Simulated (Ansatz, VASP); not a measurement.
**One calculation of InAs, two programs**

```xyz
2
Lattice="0.0000 3.0546 3.0546 3.0546 0.0000 3.0546 3.0546 3.0546 0.0000" Properties=species:S:1:pos:R:3 pbc="T T T"
In    0.0000    0.0000    0.0000
As    1.5273    1.5273    1.5273
```

Alike in both runs: task single point; functional r2SCAN; k mesh 8 × 8 × 8; occupations fermi-dirac, width 0.02 eV; no spin polarisation.

|  | VASP | Ansatz |
| --- | --- | --- |
| version | VASP 6.6.1 | Ansatz 0.2.0 |
| potentials or method | VASP PAW PBE potentials, release 64 (In_d, As) | plane waves, PAW |
| plane-wave cutoff (eV) | 520 | 500 |
| valence electrons in the cell | 18 | 28 |

```csv
,VASP,Ansatz,Ansatz less VASP
pressure (GPa),0.0,0.0,0.00
```

VASP's potentials were made for PBE, not for r2SCAN. The functional is the same, so the differences come from potentials, cutoffs and numerics. VASP's potentials hold 18 valence electrons a cell and Ansatz's 28, so a difference there can come from the potentials and not from the codes.
